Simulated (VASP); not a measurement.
# ZnCd (Pm-3m) in VASP: a series of runs

ZnCd is run at these levels: PBEsol; tasks: single point, relaxation of cell and atoms.

All numbers are computed with VASP 6.6.1; they aren't measurements. Logs are shortened: lines on timing, memory, paths and dates and some standing lists are left out, and cuts for length are marked.

### Step 1. The cell of the first run

It takes space group Pm-3m (No. 221, cubic). Conventional cell: a = 3.297 Å, b = 3.297 Å, c = 3.297 Å, α = 90.00°, β = 90.00°, γ = 90.00°. Zn (site symmetry m-3m) has 8 Cd at 2.85 Å and 6 Zn at 3.30 Å within 3.8 Å. Cd (site symmetry m-3m) has 8 Zn at 2.85 Å and 6 Cd at 3.30 Å within 3.8 Å.

### Step 2. Single point, PBEsol

Contents of INCAR:

```
PREC = Accurate
ENCUT = 520
EDIFF = 1E-7
ISMEAR = 0
SIGMA = 0.1
LREAL = False
LASPH = True
NELM = 100
ALGO = Normal
ISIF = 2
LWAVE = False
LCHARG = False
GGA = PS
NBANDS = 19
```

Contents of KPOINTS:

```
regular mesh
0
Gamma
  12 12 12
```

Contents of POSCAR:

```
ZnCd
1.0
    3.2965146361      0.0000000000      0.0000000000
    0.0000000000      3.2965146361      0.0000000000
    0.0000000000      0.0000000000      3.2965146361
Zn Cd
1 1
Direct
    0.5000000000      0.5000000000      0.5000000000
    0.0000000000      0.0000000000      0.0000000000
```

Potentials or basis: VASP PAW PBE potentials, release 64 (Zn, Cd).

Command:

```bash
cat potpaw_PBE.64/Zn/POTCAR potpaw_PBE.64/Cd/POTCAR > POTCAR
mpirun -np 1 vasp_std > vasp.out
```

OUTCAR:

```text
PREC = Accurate
   ENCUT = 520
   EDIFF = 1E-7
   ISMEAR = 0
   LREAL = False
   LASPH = True
   NELM = 100
   ISIF = 2
   GGA = PS

 ion  position               nearest neighbor table
   1  0.500  0.500  0.500-   2 2.85   2 2.85   2 2.85   2 2.85   2 2.85   2 2.85   2 2.85   2 2.85

   2  0.000  0.000  0.000-   1 2.85   1 2.85   1 2.85   1 2.85   1 2.85   1 2.85   1 2.85   1 2.85

  LATTYP: Found a simple cubic cell.
 ALAT       =     3.2965146361

  Lattice vectors:

 A1 = (   3.2965146361,   0.0000000000,   0.0000000000)
 A2 = (   0.0000000000,   3.2965146361,   0.0000000000)
 A3 = (   0.0000000000,   0.0000000000,   3.2965146361)

Analysis of symmetry for initial positions (statically):
=====================================================================
 Subroutine PRICEL returns:
 Original cell was already a primitive cell.

 Routine SETGRP: Setting up the symmetry group for a
 simple cubic supercell.

 Subroutine GETGRP returns: Found 48 space group operations
 (whereof 48 operations were pure point group operations)
 out of a pool of 48 trial point group operations.

The static configuration has the point symmetry O_h .

Analysis of symmetry for dynamics (positions and initial velocities):
=====================================================================
 Subroutine PRICEL returns:
 Original cell was already a primitive cell.

 Routine SETGRP: Setting up the symmetry group for a
 simple cubic supercell.

 Subroutine GETGRP returns: Found 48 space group operations
 (whereof 48 operations were pure point group operations)
 out of a pool of 48 trial point group operations.

The dynamic configuration has the point symmetry O_h .

 Subroutine INISYM returns: Found 48 space group operations
 (whereof 48 operations are pure point group operations),
 and found     1 'primitive' translations

----------------------------------------------------------------------------------------

                                     Primitive cell

  volume of cell :      35.8233

  direct lattice vectors                    reciprocal lattice vectors
     3.296514636  0.000000000  0.000000000     0.303350693  0.000000000  0.000000000
     0.000000000  3.296514636  0.000000000     0.000000000  0.303350693  0.000000000
     0.000000000  0.000000000  3.296514636     0.000000000  0.000000000  0.303350693

  length of vectors
     3.296514636  3.296514636  3.296514636     0.303350693  0.303350693  0.303350693

  position of ions in fractional coordinates (direct lattice)
     0.500000000  0.500000000  0.500000000
     0.000000000  0.000000000  0.000000000

  ion indices of the primitive-cell ions
   primitive index   ion index
                 1           1
                 2           2

----------------------------------------------------------------------------------------

 KPOINTS: regular mesh

Automatic generation of k-mesh.
 Grid dimensions read from file:
 generate k-points for:   12   12   12

 Generating k-lattice:

  Cartesian coordinates                     Fractional coordinates (reciprocal lattice)
     0.025279224  0.000000000  0.000000000     0.083333333  0.000000000  0.000000000
     0.000000000  0.025279224  0.000000000     0.000000000  0.083333333  0.000000000
     0.000000000  0.000000000  0.025279224     0.000000000  0.000000000  0.083333333

  Length of vectors
     0.025279224  0.025279224  0.025279224

  Shift w.r.t. Gamma in fractional coordinates (k-lattice)
     0.000000000  0.000000000  0.000000000

 Subroutine IBZKPT returns following result:
 ===========================================

 Found     84 irreducible k-points:

 Following reciprocal coordinates:
            Coordinates               Weight
  0.000000  0.000000  0.000000      1.000000
  0.083333  0.000000  0.000000      6.000000
  0.166667  0.000000  0.000000      6.000000
  0.250000  0.000000  0.000000      6.000000
  0.333333  0.000000  0.000000      6.000000
  0.416667  0.000000  0.000000      6.000000
[... 16 lines left out ...]
  0.333333  0.333333  0.000000     12.000000
  0.416667  0.333333  0.000000     24.000000
 [... further k-points ...]
   k-points           NKPTS =     84   k-points in BZ     NKDIM =     84   number of bands    NBANDS=     19
   number of dos      NEDOS =    301   number of ions     NIONS =      2
   total plane-waves  NPLWV =  21952
   dimension x,y,z NGX =    28 NGY =   28 NGZ =   28
   dimension x,y,z NGXF=    56 NGYF=   56 NGZF=   56
   ions per type =               1   1
   NGX,Y,Z   is equivalent  to a cutoff of  14.12, 14.12, 14.12 a.u.
   NGXF,Y,Z  is equivalent  to a cutoff of  28.24, 28.24, 28.24 a.u.
 SYSTEM =  unknown system
   PREC   = accura    normal or accurate (medium, high low for compatibility)
   ISTART =      0    job   : 0-new  1-cont  2-samecut
   ICHARG =      2    charge: 1-file 2-atom 10-const
   ISPIN  =      1    spin polarized calculation?
   LNONCOLLINEAR =      F non collinear calculations
   LSORBIT =      F    spin-orbit coupling
   LASPH  =      T    aspherical Exc in radial PAW
   ENCUT  =  520.0 eV  38.22 Ry    6.18 a.u.   6.13  6.13  6.13*2*pi/ulx,y,z
   NELM   =    100;   NELMIN=  2; NELMDL= -5     # of ELM steps
   EDIFF  = 0.1E-06   stopping-criterion for ELM
   LREAL  =      F    real-space projection
   EDIFFG = 0.1E-05   stopping-criterion for IOM
   NSW    =      0    number of steps for IOM
   IBRION =     -1    ionic relax: 0-MD 1-quasi-New 2-CG
   NFREE  =      0    steps in history (QN), initial steepest desc. (CG)
   ISIF   =      2    stress and relaxation
   ISYM   =      2    0-nonsym 1-usesym 2-fastsym
   POTIM  = 0.5000    time-step for ionic-motion
   TEBEG  =    0.0;   TEEND  =   0.0 temperature during run
   PSTRESS=    0.0 pullay stress
   NELECT =      24.0000    total number of electrons
   NUPDOWN=      -1.0000    fix difference up-down
   EMIN   =  10.00;   EMAX   =-10.00  energy-range for DOS
   EFERMI =   0.00;   METHOD = LEGACY
   ISMEAR =     0;   SIGMA  =   0.10  broadening in eV -4-tet -1-fermi 0-gaus
   EFERMI_NEDOS =   21; number of points for ismear=-14 and -15
   IALGO  =     38    algorithm
   IMIX   =      4    mixing-type and parameters
     AMIX     =   0.40;   BMIX     =  1.00
     AMIX_MAG =   1.60;   BMIX_MAG =  1.00
  volume/ion in A,a.u.               =      17.91       120.87
  Fermi-wavevector in a.u.,A,eV,Ry     =   1.432486  2.707005 27.919355  2.052015
  Thomas-Fermi vector in A             =   2.552108
   LORBIT       =      0    0 simple, 1 ext, 2 COOP (PROOUT), +10 PAW based schemes
   GGA     = PS    functional components
   LHFCALC =     F    Hartree Fock is set to
   AEXX    =    0.0000 exact exchange contribution
   IVDW    =     0    specifies the selected vdW correction
   LEPSILON=     F    determine dielectric tensor
   LRPA    =     F    only Hartree local field effects (RPA)
 non-spin polarized calculation
 Gauss-broadening in eV      SIGMA  =   0.10
  energy-cutoff  :      520.00
  volume of cell :       35.82
 maximum number of plane-waves:       992
 NGX is ok and might be reduce to    28
   NGX = 13   NGY = 13   NGZ = 13

 number of electron      24.0000016 magnetization

 Free energy of the ion-electron system (eV)
  ---------------------------------------------------
  ext. energy  EPLUGINS =         0.00000000
  ---------------------------------------------------
  free energy    TOTEN  =        -2.49915443 eV

  energy without entropy =       -2.49529693  energy(sigma->0) =       -2.49722568

 E-fermi :   3.1394     XC(G=0): -11.5810

 val. band max:        3.1016397157   @ k =   0.2500   0.1667   0.1667
 cond. band min:       3.1526457016   @ k =   0.5000   0.4167   0.1667
 fundamental gap:      0.0510059858
 Fermi energy:         3.1393625217

 k-point     1 :       0.0000    0.0000    0.0000
  band No.  band energies     occupation
      1      -6.7384      2.00000
      2      -6.5419      2.00000
      3      -6.5419      2.00000
      4      -5.8126      2.00000
      5      -5.8126      2.00000
      6      -5.8126      2.00000
[... 11 lines left out ...]
     18      21.0352      0.00000
     19      21.0353      0.00000

 k-point     2 :       0.0833    0.0000    0.0000
  band No.  band energies     occupation
      1      -6.6388      2.00000
      2      -6.5282      2.00000
      3      -6.5026      2.00000
      4      -5.8225      2.00000
      5      -5.8225      2.00000
      6      -5.8034      2.00000
[... 11 lines left out ...]
     18      20.0584      0.00000
     19      20.0889      0.00000

 k-point     3 :       0.1667    0.0000    0.0000
  band No.  band energies     occupation
      1      -6.4900      2.00000
      2      -6.4696      2.00000
      3      -6.2666      2.00000
      4      -5.8496      2.00000
      5      -5.8496      2.00000
      6      -5.7778      2.00000
[... 11 lines left out ...]
     18      18.2453      0.00000
     19      18.2453      0.00000

 k-point     4 :       0.2500    0.0000    0.0000
  band No.  band energies     occupation
      1      -6.4358      2.00000
      2      -6.3495      2.00000
      3      -5.8873      2.00000
      4      -5.8873      2.00000
      5      -5.7550      2.00000
      6      -5.7415      2.00000
[... 11 lines left out ...]
     18      16.4151      0.00000
     19      16.6901      0.00000

 k-point     5 :       0.3333    0.0000    0.0000
  band No.  band energies     occupation
      1      -6.3788      2.00000
      2      -6.2341      2.00000
      3      -5.9256      2.00000
      4      -5.9256      2.00000
      5      -5.7033      2.00000
      6      -5.1320      2.00000
[... 11 lines left out ...]
     18      14.6772      0.00000
     19      15.3716      0.00000
[... 334 lines left out ...]
      2      -6.2883      2.00000
      3      -6.0388      2.00000
      4      -5.9086      2.00000
      5      -5.8117      2.00000
      6      -4.5229      2.00000
[... 11 lines left out ...]
     18      14.8330      0.00000
     19      18.4526      0.00000

 k-point    22 :       0.5000    0.2500    0.0000
  band No.  band energies     occupation
      1      -6.4209      2.00000
      2      -6.2802      2.00000
      3      -6.0500      2.00000
      4      -5.9206      2.00000
      5      -5.7779      2.00000
      6      -4.5187      2.00000
[... 11 lines left out ...]
     18      14.3245      0.00000
     19      18.6230      0.00000

 k-point    23 :       0.3333    0.3333    0.0000
  band No.  band energies     occupation
      1      -6.4721      2.00000
      2      -6.2978      2.00000
      3      -6.0483      2.00000
      4      -5.9550      2.00000
      5      -5.7424      2.00000
      6      -4.5426      2.00000
[... 11 lines left out ...]
     18      15.3956      0.00000
     19      18.2822      0.00000

 k-point    24 :       0.4167    0.3333    0.0000
  band No.  band energies     occupation
      1      -6.5570      2.00000
      2      -6.2901      2.00000
      3      -6.0780      2.00000
      4      -6.0097      2.00000
      5      -5.6264      2.00000
      6      -4.5457      2.00000
[... 11 lines left out ...]
     18      14.8327      0.00000
     19      18.4584      0.00000

 [... further k-points ...]
[... 5 lines left out ...]
  --------------------------------------------------------------------------------------
  -------------------------------------------------------------------------------------
  Total        0.0832097      0.0832097      0.0832097      0.0000000      0.0000000      0.0000000
  in kB        3.7215114      3.7215114      3.7215114      0.0000000      0.0000000      0.0000000
  external PRESSURE =       3.7215114 kB  Pullay stress =       0.0000000 kB

 VOLUME and BASIS-vectors are now :
 -----------------------------------------------------------------------------
  energy-cutoff  :      520.00
  volume of cell :       35.82
      direct lattice vectors                 reciprocal lattice vectors
     3.296514636  0.000000000  0.000000000     0.303350693  0.000000000  0.000000000
     0.000000000  3.296514636  0.000000000     0.000000000  0.303350693  0.000000000
     0.000000000  0.000000000  3.296514636     0.000000000  0.000000000  0.303350693

 POSITION                                       TOTAL-FORCE (eV/Angst)
 -----------------------------------------------------------------------------------
      1.64826      1.64826      1.64826         0.000000      0.000000      0.000000
      0.00000      0.00000      0.00000         0.000000      0.000000      0.000000
 -----------------------------------------------------------------------------------
    total drift:                                0.000000      0.000000      0.000000

  FREE ENERGIE OF THE ION-ELECTRON SYSTEM (eV)
  ---------------------------------------------------
  free  energy   TOTEN  =        -2.4991544346 eV

  energy  without entropy=       -2.4952969293  energy(sigma->0) =       -2.49722568
```

Run time: 32 s. Hardware: 1 thread of Intel Xeon Platinum 8488C (Sapphire Rapids), shared host; peak memory 0.19 GiB.

Results:

```
Free energy            : -2.4992 eV
Pressure               : 0.4 GPa
Band gap on the k mesh : zero (band 12 reaches 6.85 eV, above the bottom of band 13 at 2.04 eV)
```

Levels at points of the mesh, in eV from the Fermi level:
```
           k point  band 9  band 10  band 11  band 12  band 13  band 14  band 15  band 16
(0.00, 0.00, 0.00)   -7.28    -7.28    -7.28     3.71     3.71     3.71     6.76     8.47
(0.50, 0.00, 0.00)   -7.56    -7.43    -5.80    -5.42     8.13     8.13     8.71     8.71
(0.50, 0.50, 0.00)   -7.23    -7.23    -2.56    -2.56    -1.10    -0.69     9.25    11.31
(0.50, 0.50, 0.50)   -7.29    -7.29     0.51     2.15     2.15     2.15     2.45     2.45
```

Caveat: the PAW data sets were made with another functional, which shifts forces and pressure a little.

[end of part 1 of 2]
